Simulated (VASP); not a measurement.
# CaF2 (Fm-3m) in VASP: single point with r2SCAN

Aim: the single point of CaF2 with r2SCAN.

Everything below comes from runs of VASP 6.6.1. Logs are shortened: lines on timing, memory, paths and dates and some standing lists are left out, and cuts for length are marked.

## (1) The cell of the first run

It takes space group Fm-3m (No. 225, cubic). Conventional cell: a = 5.482 Å, b = 5.482 Å, c = 5.482 Å, α = 90.00°, β = 90.00°, γ = 90.00°. Within 3.1 Å of Ca (site symmetry m-3m) lie 8 F at 2.37 Å. Within 3.1 Å of F (site symmetry -43m) lie 4 Ca at 2.37 Å and 6 F at 2.74 Å.

## (2) Single point, r2SCAN

Contents of POSCAR:

```
CaF2
1.0
    0.0000000000      2.7410170000      2.7410170000
    2.7410170000      0.0000000000      2.7410170000
    2.7410170000      2.7410170000      0.0000000000
Ca F
1 2
Direct
    0.0000000000      0.0000000000      0.0000000000
    0.2500000000      0.2500000000      0.2500000000
    0.7500000000      0.7500000000      0.7500000000
```

Contents of INCAR.step1:

```
SYSTEM = CaF2
ALGO = Normal ; EDIFF = 1E-5
ENCUT = 660 ; GGA = PE
GGA_COMPAT = .False. ; ISMEAR = 1
LASPH = .True. ; LCHARG = .False.
LREAL = .False. ; LWAVE = .True.
NBANDS = 19 ; NELM = 120
PREC = Accurate ; SIGMA = 0.0291
```

Contents of INCAR.step2:

```
SYSTEM = CaF2
ALGO = Normal ; EDIFF = 1E-6
ENCUT = 660 ; GGA_COMPAT = .False.
ISIF = 2 ; ISMEAR = 1
ISTART = 1 ; LASPH = .True.
LCHARG = .True. ; LELF = .True.
LMIXTAU = .True. ; LREAL = .False.
LVHAR = .True. ; LWAVE = .False.
METAGGA = R2SCAN ; NBANDS = 19
NELM = 120 ; PREC = Accurate
SIGMA = 0.0291
```

Contents of KPOINTS:

```
k-points
0
Gamma
  8 8 8
  0 0 0
```

Potentials or basis: VASP PAW PBE potentials, release 64 (Ca_sv, F).

On the command line:

```sh
$ cat potpaw_PBE.64/Ca_sv/POTCAR potpaw_PBE.64/F/POTCAR > POTCAR
$ cp INCAR.step1 INCAR
$ mpirun -np 1 vasp_std > vasp.out
$ cp INCAR.step2 INCAR
$ mpirun -np 1 vasp_std > vasp.out
```

OUTCAR:

```text
SYSTEM = CaF2
   EDIFF = 1E-6
   ENCUT = 660
   ISIF = 2
   ISMEAR = 1
   ISTART = 1
   LASPH = .True.
   LREAL = .False.
   METAGGA = R2SCAN
   NELM = 120
   PREC = Accurate

 ion  position               nearest neighbor table
   1  0.000  0.000  0.000-   3 2.37   3 2.37   3 2.37   2 2.37   3 2.37   2 2.37   2 2.37   2 2.37

   2  0.250  0.250  0.250-   1 2.37   1 2.37   1 2.37   1 2.37
   3  0.750  0.750  0.750-   1 2.37   1 2.37   1 2.37   1 2.37

  LATTYP: Found a face centered cubic cell.
 ALAT       =     5.4820340000

  Lattice vectors:

 A1 = (   0.0000000000,   2.7410170000,   2.7410170000)
 A2 = (   2.7410170000,   0.0000000000,   2.7410170000)
 A3 = (   2.7410170000,   2.7410170000,   0.0000000000)

Analysis of symmetry for initial positions (statically):
=====================================================================
 Subroutine PRICEL returns:
 Original cell was already a primitive cell.

 Routine SETGRP: Setting up the symmetry group for a
 face centered cubic supercell.

 Subroutine GETGRP returns: Found 48 space group operations
 (whereof 48 operations were pure point group operations)
 out of a pool of 48 trial point group operations.

The static configuration has the point symmetry O_h .

Analysis of symmetry for dynamics (positions and initial velocities):
=====================================================================
 Subroutine PRICEL returns:
 Original cell was already a primitive cell.

 Routine SETGRP: Setting up the symmetry group for a
 face centered cubic supercell.

 Subroutine GETGRP returns: Found 48 space group operations
 (whereof 48 operations were pure point group operations)
 out of a pool of 48 trial point group operations.

The dynamic configuration has the point symmetry O_h .

 Subroutine INISYM returns: Found 48 space group operations
 (whereof 48 operations are pure point group operations),
 and found     1 'primitive' translations

----------------------------------------------------------------------------------------

                                     Primitive cell

  volume of cell :      41.1875

  direct lattice vectors                    reciprocal lattice vectors
     0.000000000  2.741017000  2.741017000    -0.182414046  0.182414046  0.182414046
     2.741017000  0.000000000  2.741017000     0.182414046 -0.182414046  0.182414046
     2.741017000  2.741017000  0.000000000     0.182414046  0.182414046 -0.182414046

  length of vectors
     3.876383416  3.876383416  3.876383416     0.315950395  0.315950395  0.315950395

  position of ions in fractional coordinates (direct lattice)
     0.000000000  0.000000000  0.000000000
     0.250000000  0.250000000  0.250000000
     0.750000000  0.750000000  0.750000000

  ion indices of the primitive-cell ions
   primitive index   ion index
                 1           1
                 2           2
                 3           3

----------------------------------------------------------------------------------------

 KPOINTS: k-points

Automatic generation of k-mesh.
 Grid dimensions read from file:
 generate k-points for:    8    8    8

 Generating k-lattice:

  Cartesian coordinates                     Fractional coordinates (reciprocal lattice)
    -0.022801756  0.022801756  0.022801756     0.125000000  0.000000000  0.000000000
     0.022801756 -0.022801756  0.022801756     0.000000000  0.125000000  0.000000000
     0.022801756  0.022801756 -0.022801756     0.000000000  0.000000000  0.125000000

  Length of vectors
     0.039493799  0.039493799  0.039493799

  Shift w.r.t. Gamma in fractional coordinates (k-lattice)
     0.000000000  0.000000000  0.000000000

 Subroutine IBZKPT returns following result:
 ===========================================

 Found     29 irreducible k-points:

 Following reciprocal coordinates:
            Coordinates               Weight
  0.000000  0.000000  0.000000      1.000000
  0.125000  0.000000  0.000000      8.000000
  0.250000  0.000000  0.000000      8.000000
  0.375000  0.000000  0.000000      8.000000
  0.500000  0.000000  0.000000      4.000000
  0.125000  0.125000  0.000000      6.000000
[... 16 lines left out ...]
  0.500000  0.250000  0.125000     48.000000
 -0.375000  0.250000  0.125000     24.000000
 [... further k-points ...]
   k-points           NKPTS =     29   k-points in BZ     NKDIM =     29   number of bands    NBANDS=     19
   number of dos      NEDOS =    301   number of ions     NIONS =      3
   total plane-waves  NPLWV =  32768
   dimension x,y,z NGX =    32 NGY =   32 NGZ =   32
   dimension x,y,z NGXF=    64 NGYF=   64 NGZF=   64
   ions per type =               1   2
   NGX,Y,Z   is equivalent  to a cutoff of  13.72, 13.72, 13.72 a.u.
   NGXF,Y,Z  is equivalent  to a cutoff of  27.45, 27.45, 27.45 a.u.
 SYSTEM =  CaF2
   PREC   = accura    normal or accurate (medium, high low for compatibility)
   ISTART =      1    job   : 0-new  1-cont  2-samecut
   ICHARG =      0    charge: 1-file 2-atom 10-const
   ISPIN  =      1    spin polarized calculation?
   LNONCOLLINEAR =      F non collinear calculations
   LSORBIT =      F    spin-orbit coupling
   LASPH  =      T    aspherical Exc in radial PAW
   ENCUT  =  660.0 eV  48.51 Ry    6.96 a.u.   8.12  8.12  8.12*2*pi/ulx,y,z
   NELM   =    120;   NELMIN=  2; NELMDL=  0     # of ELM steps
   EDIFF  = 0.1E-05   stopping-criterion for ELM
   LREAL  =      F    real-space projection
   EDIFFG = 0.1E-04   stopping-criterion for IOM
   NSW    =      0    number of steps for IOM
   IBRION =     -1    ionic relax: 0-MD 1-quasi-New 2-CG
   NFREE  =      0    steps in history (QN), initial steepest desc. (CG)
   ISIF   =      2    stress and relaxation
   ISYM   =      2    0-nonsym 1-usesym 2-fastsym
   POTIM  = 0.5000    time-step for ionic-motion
   TEBEG  =    0.0;   TEEND  =   0.0 temperature during run
   PSTRESS=    0.0 pullay stress
   NELECT =      24.0000    total number of electrons
   NUPDOWN=      -1.0000    fix difference up-down
   EMIN   =  10.00;   EMAX   =-10.00  energy-range for DOS
   EFERMI =   0.00;   METHOD = LEGACY
   ISMEAR =     1;   SIGMA  =   0.03  broadening in eV -4-tet -1-fermi 0-gaus
   EFERMI_NEDOS =   21; number of points for ismear=-14 and -15
   IALGO  =     38    algorithm
   IMIX   =      4    mixing-type and parameters
     AMIX     =   0.40;   BMIX     =  1.00
     AMIX_MAG =   1.60;   BMIX_MAG =  1.00
  volume/ion in A,a.u.               =      13.73        92.65
  Fermi-wavevector in a.u.,A,eV,Ry     =   1.367383  2.583979 25.439307  1.869736
  Thomas-Fermi vector in A             =   2.493440
   LORBIT       =      0    0 simple, 1 ext, 2 COOP (PROOUT), +10 PAW based schemes
   METAGGA = R2SCAN    functional components
   LHFCALC =     F    Hartree Fock is set to
   AEXX    =    0.0000 exact exchange contribution
   IVDW    =     0    specifies the selected vdW correction
   LEPSILON=     F    determine dielectric tensor
   LRPA    =     F    only Hartree local field effects (RPA)
 non-spin polarized calculation
 Methfessel and Paxton  Order N= 1 SIGMA  =   0.03
  energy-cutoff  :      660.00
  volume of cell :       41.19
 maximum number of plane-waves:      1604
   NGX = 17   NGY = 17   NGZ = 17

 number of electron      23.9999993 magnetization

 Free energy of the ion-electron system (eV)
  ---------------------------------------------------
  ext. energy  EPLUGINS =         0.00000000
  ---------------------------------------------------
  free energy    TOTEN  =       -25.95779661 eV

  energy without entropy =      -25.95779661  energy(sigma->0) =      -25.95779661

 E-fermi :  -1.4457     XC(G=0): -10.1848

 val. band max:       -1.6038775978   @ k =   0.5000   0.5000   0.0000
 cond. band min:       6.2830107020   @ k =   0.0000   0.0000   0.0000
 fundamental gap:      7.8868882999
 Fermi energy:        -1.4457353486

 k-point     1 :       0.0000    0.0000    0.0000
  band No.  band energies     occupation
      1     -38.9036      2.00000
      2     -22.6403      2.00000
      3     -21.9072      2.00000
      4     -18.9663      2.00000
      5     -18.9663      2.00000
      6     -18.9663      2.00000
[... 11 lines left out ...]
     18      10.4697      0.00000
     19      16.1343      0.00000

 k-point     2 :       0.1250    0.0000    0.0000
  band No.  band energies     occupation
      1     -38.8989      2.00000
      2     -22.6668      2.00000
      3     -21.9435      2.00000
      4     -18.9721      2.00000
      5     -18.9721      2.00000
      6     -18.9129      2.00000
[... 11 lines left out ...]
     18      10.4302      0.00000
     19      15.3972      0.00000

 k-point     3 :       0.2500    0.0000    0.0000
  band No.  band energies     occupation
      1     -38.8877      2.00000
      2     -22.7066      2.00000
      3     -22.0593      2.00000
      4     -18.9862      2.00000
      5     -18.9862      2.00000
      6     -18.7769      2.00000
[... 11 lines left out ...]
     18      10.3353      0.00000
     19      14.1230      0.00000

 k-point     4 :       0.3750    0.0000    0.0000
  band No.  band energies     occupation
      1     -38.8765      2.00000
      2     -22.7044      2.00000
      3     -22.2205      2.00000
      4     -19.0002      2.00000
      5     -19.0002      2.00000
      6     -18.6331      2.00000
[... 407 lines left out ...]
     18      10.4376      0.00000
     19      14.6294      0.00000

 k-point    23 :       0.5000    0.2500    0.1250
  band No.  band energies     occupation
      1     -38.8703      2.00000
      2     -22.6978      2.00000
      3     -22.3140      2.00000
      4     -19.0227      2.00000
      5     -18.8892      2.00000
      6     -18.6563      2.00000
[... 11 lines left out ...]
     18      11.0038      0.00000
     19      14.0066      0.00000

 k-point    24 :      -0.3750    0.2500    0.1250
  band No.  band energies     occupation
      1     -38.8666      2.00000
      2     -22.6260      2.00000
      3     -22.4438      2.00000
      4     -19.0296      2.00000
      5     -18.8495      2.00000
      6     -18.6433      2.00000
[... 11 lines left out ...]
     18      11.5162      0.00000
     19      13.5609      0.00000

 [... further k-points ...]

------------------------ aborting loop because EDIFF is reached ----------------------------------------

  FORCE on cell =-STRESS in cart. coord.  units (eV):
  Direction    XX          YY          ZZ          XY          YZ          ZX
  --------------------------------------------------------------------------------------
  -------------------------------------------------------------------------------------
  Total       -0.4264609     -0.4264609     -0.4264609      0.0000000      0.0000000      0.0000000
  in kB      -16.5891690    -16.5891690    -16.5891690      0.0000000      0.0000000      0.0000000
  external PRESSURE =     -16.5891690 kB  Pullay stress =       0.0000000 kB

 VOLUME and BASIS-vectors are now :
 -----------------------------------------------------------------------------
  energy-cutoff  :      660.00
  volume of cell :       41.19
      direct lattice vectors                 reciprocal lattice vectors
     0.000000000  2.741017000  2.741017000    -0.182414046  0.182414046  0.182414046
     2.741017000  0.000000000  2.741017000     0.182414046 -0.182414046  0.182414046
     2.741017000  2.741017000  0.000000000     0.182414046  0.182414046 -0.182414046

 POSITION                                       TOTAL-FORCE (eV/Angst)
 -----------------------------------------------------------------------------------
      0.00000      0.00000      0.00000         0.000000     -0.000000     -0.000000
      1.37051      1.37051      1.37051        -0.000000     -0.000000     -0.000000
      4.11153      4.11153      4.11153         0.000000      0.000000      0.000000
 -----------------------------------------------------------------------------------
    total drift:                                0.000000     -0.000000      0.000000

  FREE ENERGIE OF THE ION-ELECTRON SYSTEM (eV)
  ---------------------------------------------------
  free  energy   TOTEN  =       -25.9577966054 eV

  energy  without entropy=      -25.9577966054  energy(sigma->0) =      -25.95779661
```

It took 39 s on 1 thread of Intel Xeon 6975P-C (Granite Rapids), shared host; peak memory 0.19 GiB.

What came out:

| Item | Value |
| --- | --- |
| Free energy | -25.9578 eV |
| Pressure | -1.7 GPa |
| Band gap on the k mesh | 7.89 eV, indirect (least direct gap 8.14 eV) |

Caveat: the PAW data sets were made with another functional, which shifts forces and pressure a little. r2SCAN opens gaps a little over a GGA but as a rule still falls short of measured ones.
